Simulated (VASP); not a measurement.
Mg2Ge2N:

```
Mg Ge N
1.0
     3.00157    0.00000    0.00000
    -1.50079    2.59944    0.00000
     0.00000    0.00000    7.00228
Mg Ge N
2 2 1
Direct
  0.33333 0.66667 0.00000
  0.66667 0.33333 0.00000
  0.33333 0.66667 0.50000
  0.66667 0.33333 0.50000
  0.00000 0.00000 0.00000
```

```yaml
Program: VASP 6.6.1
Task: relaxation of cell and atoms
Functional: PBE
Potentials_or_basis: VASP PAW PBE potentials, release 64 (Mg, Ge_d, N)
Cutoff: 600 eV
k_mesh: 6 × 6 × 4
Occupations: gaussian, width 0.1 eV
Spin: no spin polarisation
```

At the start: pressure 244.1 GPa; volume 10.93 Å³/atom.

Question: How do energy, volume and symmetry change on relaxing?

Answer: Over 19 steps the energy falls by 5907.1 meV/atom and the volume is 17.73 Å³/atom (+62.2 %); space group P6/mmm (No. 191, to 0.05 Å).

The path:
```csv
step,energy change (eV),largest force (eV/Å),pressure (GPa),volume (Å³)
1,0.0000,0.0000,244.13,54.63
2,-493.2702,0.0000,-4.54,263.32
3,1826.0953,0.0000,-97.73,1753.94
4,555.8352,0.0000,-111.27,520.92
5,248.5095,0.0000,-302.68,379.68
6,75.7324,0.0000,-170.06,297.61
7,52.0735,0.0000,-142.14,280.43
8,41.7645,0.0000,-128.87,271.81
9,-21.4662,0.0000,84.69,63.79
10,-27.0905,0.0000,-15.38,128.66
11,-28.7812,0.0000,-9.37,110.76
12,-29.4055,0.0000,-2.86,96.85
13,-29.4156,0.0000,-0.78,94.33
14,-29.4267,0.0000,-0.71,93.99
15,-29.4583,0.0000,-0.65,92.96
16,-29.5068,0.0000,-0.24,90.91
17,-29.5288,0.0000,1.13,86.74
18,-29.5329,0.0000,0.83,87.84
19,-29.5357,0.0000,0.04,88.63
```

Final structure:
```yaml
crystal:
  lattice:
    - [4.13792, 0.00000, 0.00000]
    - [-2.06896, 3.58355, 0.00000]
    - [0.00000, 0.00000, 5.97701]
  atoms:
    - { symbol: Mg, position: [0.33333, 0.66667, 0.00000] }
    - { symbol: Mg, position: [0.66667, 0.33333, 0.00000] }
    - { symbol: Ge, position: [0.33333, 0.66667, 0.50000] }
    - { symbol: Ge, position: [0.66667, 0.33333, 0.50000] }
    - { symbol: N, position: [0.00000, 0.00000, 0.00000] }
```

Caveat: the k points lie up to 0.29 Å⁻¹ apart in the final cell; the volume moved by over 15 % at a fixed basis, so the end points are rough.
